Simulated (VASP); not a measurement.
# Ga3O2 (R-3m) in VASP: further runs, part 2 of 2

VASP 6.6.1. Earlier steps stand in the parts before.

### Step 5. Single point, PBE

This run uses another cell than the first one, of 15.71 Å³/atom.

Contents of INCAR:

```
SYSTEM = Ga3O2
PREC     = Accurate       ! precision mode
ENCUT    = 520            ! plane-wave cutoff, eV
EDIFF    = 1E-6           ! SCF threshold, eV
ISMEAR   = 0              ! smearing method
SIGMA    = 0.1            ! smearing width, eV
LREAL    = .False.        ! projectors in reciprocal space
LASPH    = .True.         ! aspherical terms in the spheres
NELM     = 60             ! most SCF steps
ALGO     = Normal         ! electronic algorithm
ISIF     = 2              ! what is computed and relaxed
LWAVE    = .False.        ! write WAVECAR
LCHARG   = .False.        ! write CHGCAR
GGA      = PE             ! functional
NBANDS   = 34             ! bands
```

Contents of KPOINTS:

```
Automatic mesh
0
Gamma
  12 12 12
  0 0 0
```

Contents of POSCAR:

```
Ga3O2
1.0
    2.1731625841      1.2546760029      4.8004552214
   -2.1731625841      1.2546760029      4.8004552214
    0.0000000000     -2.5093520058      4.8004552214
Ga O
3 2
Direct
    0.5877409580      0.5877409580      0.5877409580
    0.4122590420      0.4122590420      0.4122590420
    0.0000000000      0.0000000000      0.0000000000
    0.2754033725      0.2754033725      0.2754033725
    0.7245966275      0.7245966275      0.7245966275
```

Potentials or basis: VASP PAW PBE potentials, release 64 (Ga_d, O).

Command:

```bash
cat potpaw_PBE.64/Ga_d/POTCAR potpaw_PBE.64/O/POTCAR > POTCAR
mpirun -np 1 vasp_std > vasp.out
```

OUTCAR:

```text
SYSTEM = Ga3O2
   PREC = Accurate
   ENCUT = 520
   EDIFF = 1E-6
   ISMEAR = 0
   LREAL = .False.
   LASPH = .True.
   NELM = 60
   ISIF = 2
   GGA = PE

 ion  position               nearest neighbor table
   1  0.588  0.588  0.588-   5 1.97   2 2.53   3 2.75   3 2.75   3 2.75
   2  0.412  0.412  0.412-   4 1.97   1 2.53   3 2.75   3 2.75   3 2.75
   3  0.000  0.000  0.000-   1 2.75   2 2.75   1 2.75   1 2.75   2 2.75   2 2.75
   4  0.275  0.275  0.275-   2 1.97
   5  0.725  0.725  0.725-   1 1.97

  LATTYP: Found a trigonal (rhomboedric) cell.
 ALAT       =     5.4167534393
 COS(alpha) =     0.6780886434

  Lattice vectors:

 A1 = (   2.1731625841,   1.2546760029,   4.8004552214)
 A2 = (  -2.1731625841,   1.2546760029,   4.8004552214)
 A3 = (   0.0000000000,  -2.5093520058,   4.8004552214)

Analysis of symmetry for initial positions (statically):
=====================================================================
 Subroutine PRICEL returns:
 Original cell was already a primitive cell.

 Routine SETGRP: Setting up the symmetry group for a
 trigonal (rhombohedral) supercell.

 Subroutine GETGRP returns: Found 12 space group operations
 (whereof 12 operations were pure point group operations)
 out of a pool of 12 trial point group operations.

The static configuration has the point symmetry D_3d.

Analysis of symmetry for dynamics (positions and initial velocities):
=====================================================================
 Subroutine PRICEL returns:
 Original cell was already a primitive cell.

 Routine SETGRP: Setting up the symmetry group for a
 trigonal (rhombohedral) supercell.

 Subroutine GETGRP returns: Found 12 space group operations
 (whereof 12 operations were pure point group operations)
 out of a pool of 12 trial point group operations.

The dynamic configuration has the point symmetry D_3d.

 Subroutine INISYM returns: Found 12 space group operations
 (whereof 12 operations are pure point group operations),
 and found     1 'primitive' translations

----------------------------------------------------------------------------------------

                                     Primitive cell

  volume of cell :      78.5340

  direct lattice vectors                    reciprocal lattice vectors
     2.173162584  1.254676003  4.800455221     0.230079426  0.132836419  0.069437859
    -2.173162584  1.254676003  4.800455221    -0.230079426  0.132836419  0.069437859
     0.000000000 -2.509352006  4.800455221     0.000000000 -0.265672837  0.069437859

  length of vectors
     5.416753439  5.416753439  5.416753439     0.274597292  0.274597292  0.274597292

  position of ions in fractional coordinates (direct lattice)
     0.587740958  0.587740958  0.587740958
     0.412259042  0.412259042  0.412259042
     0.000000000  0.000000000  0.000000000
     0.275403373  0.275403373  0.275403373
     0.724596627  0.724596627  0.724596627

  ion indices of the primitive-cell ions
   primitive index   ion index
                 1           1
                 2           2
                 3           3
                 4           4
[... 24 lines left out ...]
 ===========================================

 Found    189 irreducible k-points:

 Following reciprocal coordinates:
            Coordinates               Weight
  0.000000  0.000000  0.000000      1.000000
  0.083333  0.000000  0.000000      6.000000
  0.166667  0.000000  0.000000      6.000000
  0.250000  0.000000 -0.000000      6.000000
  0.333333  0.000000  0.000000      6.000000
  0.416667  0.000000  0.000000      6.000000
[... 16 lines left out ...]
  0.500000  0.166667 -0.000000     12.000000
 -0.416667  0.166667  0.000000     12.000000
 [... further k-points ...]
   k-points           NKPTS =    189   k-points in BZ     NKDIM =    189   number of bands    NBANDS=     34
   number of dos      NEDOS =    301   number of ions     NIONS =      5
   total plane-waves  NPLWV =  64000
   dimension x,y,z NGX =    40 NGY =   40 NGZ =   40
   dimension x,y,z NGXF=    80 NGYF=   80 NGZF=   80
   ions per type =               3   2
   NGX,Y,Z   is equivalent  to a cutoff of  12.28, 12.28, 12.28 a.u.
   NGXF,Y,Z  is equivalent  to a cutoff of  24.55, 24.55, 24.55 a.u.
 SYSTEM =  Ga3O2
   PREC   = accura    normal or accurate (medium, high low for compatibility)
   ISTART =      0    job   : 0-new  1-cont  2-samecut
   ICHARG =      2    charge: 1-file 2-atom 10-const
   ISPIN  =      1    spin polarized calculation?
   LNONCOLLINEAR =      F non collinear calculations
   LSORBIT =      F    spin-orbit coupling
   LASPH  =      T    aspherical Exc in radial PAW
   ENCUT  =  520.0 eV  38.22 Ry    6.18 a.u.  10.07 10.07 10.07*2*pi/ulx,y,z
   NELM   =     60;   NELMIN=  2; NELMDL= -5     # of ELM steps
   EDIFF  = 0.1E-05   stopping-criterion for ELM
   LREAL  =      F    real-space projection
   EDIFFG = 0.1E-04   stopping-criterion for IOM
   NSW    =      0    number of steps for IOM
   IBRION =     -1    ionic relax: 0-MD 1-quasi-New 2-CG
   NFREE  =      0    steps in history (QN), initial steepest desc. (CG)
   ISIF   =      2    stress and relaxation
   ISYM   =      2    0-nonsym 1-usesym 2-fastsym
   POTIM  = 0.5000    time-step for ionic-motion
   TEBEG  =    0.0;   TEEND  =   0.0 temperature during run
   PSTRESS=    0.0 pullay stress
   NELECT =      51.0000    total number of electrons
   NUPDOWN=      -1.0000    fix difference up-down
   EMIN   =  10.00;   EMAX   =-10.00  energy-range for DOS
   EFERMI =   0.00;   METHOD = LEGACY
   ISMEAR =     0;   SIGMA  =   0.10  broadening in eV -4-tet -1-fermi 0-gaus
   EFERMI_NEDOS =   21; number of points for ismear=-14 and -15
   IALGO  =     38    algorithm
   IMIX   =      4    mixing-type and parameters
     AMIX     =   0.40;   BMIX     =  1.00
     AMIX_MAG =   1.60;   BMIX_MAG =  1.00
  volume/ion in A,a.u.               =      15.71       105.99
  Fermi-wavevector in a.u.,A,eV,Ry     =   1.417683  2.679032 27.345322  2.009824
  Thomas-Fermi vector in A             =   2.538887
   LORBIT       =      0    0 simple, 1 ext, 2 COOP (PROOUT), +10 PAW based schemes
   GGA     = PE    functional components
   LHFCALC =     F    Hartree Fock is set to
   AEXX    =    0.0000 exact exchange contribution
   IVDW    =     0    specifies the selected vdW correction
   LEPSILON=     F    determine dielectric tensor
   LRPA    =     F    only Hartree local field effects (RPA)
 non-spin polarized calculation
 Gauss-broadening in eV      SIGMA  =   0.10
  energy-cutoff  :      520.00
  volume of cell :       78.53
 maximum number of plane-waves:      2129
   NGX = 21   NGY = 21   NGZ = 21

 number of electron      50.9999997 magnetization

 Free energy of the ion-electron system (eV)
  ---------------------------------------------------
  ext. energy  EPLUGINS =         0.00000000
  ---------------------------------------------------
  free energy    TOTEN  =       -20.60463420 eV

  energy without entropy =      -20.59317339  energy(sigma->0) =      -20.59890379

 E-fermi :   4.4172     XC(G=0): -10.3907

 val. band max:        4.4162028359   @ k =   0.2500   0.2500  -0.0000
 cond. band min:       4.4249572247   @ k =   0.4167   0.0833   0.0000
 fundamental gap:      0.0087543888
 Fermi energy:         4.4171523992

 k-point     1 :       0.0000    0.0000    0.0000
  band No.  band energies     occupation
      1     -14.6342      2.00000
      2     -13.7871      2.00000
      3     -11.0560      2.00000
      4     -11.0560      2.00000
      5     -10.9955      2.00000
      6     -10.9927      2.00000
[... 877 lines left out ...]
     33      13.0100      0.00000
     34      13.6056      0.00000

 [... further k-points ...]

------------------------ aborting loop because EDIFF is reached ----------------------------------------

  FORCE on cell =-STRESS in cart. coord.  units (eV):
  Direction    XX          YY          ZZ          XY          YZ          ZX
  --------------------------------------------------------------------------------------
  -------------------------------------------------------------------------------------
  Total        0.0312564      0.0312564      0.2694694      0.0000000     -0.0000000     -0.0000000
  in kB        0.6376636      0.6376636      5.4974667      0.0000000     -0.0000000     -0.0000000
  external PRESSURE =       2.2575980 kB  Pullay stress =       0.0000000 kB

 VOLUME and BASIS-vectors are now :
 -----------------------------------------------------------------------------
  energy-cutoff  :      520.00
  volume of cell :       78.53
      direct lattice vectors                 reciprocal lattice vectors
     2.173162584  1.254676003  4.800455221     0.230079426  0.132836419  0.069437859
    -2.173162584  1.254676003  4.800455221    -0.230079426  0.132836419  0.069437859
     0.000000000 -2.509352006  4.800455221     0.000000000 -0.265672837  0.069437859

 POSITION                                       TOTAL-FORCE (eV/Angst)
 -----------------------------------------------------------------------------------
      0.00000      0.00000      8.46427         0.000000     -0.000000     -0.068455
      0.00000      0.00000      5.93709         0.000000     -0.000000      0.068455
      0.00000      0.00000      0.00000         0.000000      0.000000     -0.000000
      0.00000      0.00000      3.96618         0.000000      0.000000     -0.066148
      0.00000      0.00000     10.43518         0.000000     -0.000000      0.066148
 -----------------------------------------------------------------------------------
    total drift:                                0.000000      0.000000     -0.000000

  FREE ENERGIE OF THE ION-ELECTRON SYSTEM (eV)
  ---------------------------------------------------
  free  energy   TOTEN  =       -20.6046341992 eV

  energy  without entropy=      -20.5931733903  energy(sigma->0) =      -20.59890379
```

Run time: 5.1 min. Hardware: 1 thread of Intel Xeon 6975P-C (Granite Rapids), shared host; peak memory 0.52 GiB.

What came out:

```yaml
Free_energy: -20.6046 eV
Pressure: 0.2 GPa
Largest_force: 0.068 eV/Å
Band_gap_on_the_k_mesh: zero (an odd number of electrons rules out a gap without spin polarisation)
```

Forces on the atoms (eV/Å):
```
Ga   0.000  0.000 -0.068
Ga   0.000  0.000  0.068
Ga   0.000  0.000  0.000
O    0.000  0.000 -0.066
O    0.000  0.000  0.066
```

Levels at points of the mesh, in eV from the Fermi level:
| k point | band 22 | band 23 | band 24 | band 25 | band 26 | band 27 | band 28 | band 29 | band 30 | band 31 |
| --- | --- | --- | --- | --- | --- | --- | --- | --- | --- | --- |
| (0.00, 0.00, 0.00) | -4.40 | -3.48 | -3.48 | -1.80 | -0.56 | 0.53 | 0.53 | 4.62 | 4.62 | 5.83 |
| (0.50, 0.00, 0.00) | -4.19 | -3.28 | -2.26 | -1.46 | 0.36 | 0.90 | 2.84 | 3.03 | 3.33 | 3.65 |
| (0.50, 0.50, 0.00) | -3.16 | -3.07 | -3.06 | -1.47 | -1.01 | 0.99 | 2.94 | 4.80 | 5.17 | 5.82 |
| (0.50, 0.50, 0.50) | -3.57 | -3.57 | -3.05 | -2.27 | 1.42 | 1.42 | 2.02 | 3.15 | 3.25 | 3.25 |

Caveat: an odd number of electrons without spin polarisation forces a metal; a magnetic or distorted state may lie lower.

### Step 6. The runs side by side

```tsv
spin	cell	k mesh	gap on the mesh (eV)	pressure (GPa)	moment (μB)	largest force (eV/Å)
collinear, ferromagnetic start	a = 5.328 Å, angles 50.1°, 5 atoms, atomic positions A	6 × 6 × 6	none	-7.6	0.97	1.24
collinear, ferromagnetic start	a = 5.372 Å, angles 48.2°, 5 atoms, atomic positions B	6 × 6 × 6	none	0.1	0.00	0.07
off	a = 5.417 Å, angles 47.3°, 5 atoms, atomic positions B	12 × 12 × 12	none	0.2	-	0.07
```

Alike in all rows: task single point; level PBE; potentials or basis VASP PAW PBE potentials, release 64 (Ga_d, O); cutoff (eV) 520; smearing gaussian 0.1 eV.

Caveats: the cell stands under tension (at least some runs); forces of over 1 eV/Å act on the atoms, so gaps and moduli don't describe the material at rest (at least some runs); an odd number of electrons without spin polarisation forces a metal (at least some runs); a magnetic or distorted state may lie lower (at least some runs).

Total energies depend on the potentials used, so only differences within one code and one set of settings carry meaning.
